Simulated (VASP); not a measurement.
Here is a VASP 6.6.1 calculation.

Contents of INCAR:

```
  ALGO = Normal
  EDIFF = 1E-6
  ENCUT = 500
  GGA = PE
  GGA_COMPAT = False
  ISIF = 2
  ISMEAR = -1
  LASPH = True
  LCHARG = False
  LREAL = False
  LWAVE = False
  NBANDS = 16
  NELM = 120
  PREC = Accurate
  SIGMA = 0.02
```

The input KPOINTS:

```
k-points
0
Gamma
  8 8 8
```

File POSCAR:

```
CdSe
1.0
    0.0000000000      3.0677809654      2.9757475364
    3.0677809654      0.0000000000      2.9757475364
    3.0677809654      3.0677809654      0.0000000000
Cd Se
1 1
Direct
    0.0000000000      0.0000000000      0.0000000000
    0.2500000000      0.2500000000      0.2500000000
```

Potentials or basis: VASP PAW PBE potentials, release 64 (Cd, Se).

The run is started by

```console
$ cat potpaw_PBE.64/Cd/POTCAR potpaw_PBE.64/Se/POTCAR > POTCAR
$ mpirun -np 1 vasp_std > vasp.out
```

Q: What does it give for the band gap on the k mesh?

A: 0.56 eV, direct.

Q: Estimate the pressure.

A: 3.4 GPa.

Stress tensor (GPa, compression positive):
```
3.26 0.00 0.00
0.00 3.26 0.00
0.00 0.00 3.66
```

Caveat: the cell differs from its parent crystal (uniaxial z strain -3.0%).
